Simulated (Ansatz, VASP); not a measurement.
TiSi: VASP beside Ansatz

```
Ti Si
1.0
     6.50165    0.00000    0.00000
     0.00000    3.63548    0.00000
     0.00000    0.00000    4.98819
Ti Si
4 4
Direct
  0.67599 0.25000 0.37139
  0.32401 0.75000 0.62861
  0.82401 0.75000 0.87139
  0.17599 0.25000 0.12861
  0.54389 0.25000 0.85535
  0.45611 0.75000 0.14465
  0.95611 0.75000 0.35535
  0.04389 0.25000 0.64465
```

Alike in both runs: functional r2SCAN; k mesh 6 × 10 × 8; occupations gaussian, width 0.1 eV; no spin polarisation.

Ansatz relaxed the structure, and its values are those at the end. VASP's run is a single point on that final structure, the one shown.

```csv
,VASP,Ansatz
version,VASP 6.6.1,Ansatz 0.2.0
potentials or method,"VASP PAW PBE potentials, release 64 (Ti_sv, Si), cutoff 520 eV","scalar-relativistic, plane waves, PAW"
valence electrons in the cell,64,64
```

```csv
,VASP,Ansatz,Ansatz less VASP
gap on the k mesh at the Fermi level (eV),none,none,-
pressure (GPa),0.3,0.0,-0.33
rms of the force components (eV/Å),0.004,0.000,-0.0040
```

VASP's potentials were made for PBE, not for r2SCAN. A gap of «none» marks a metal or a gap that the smearing closes. With one functional, cell and mesh, what is left measures potentials, basis and numerics.
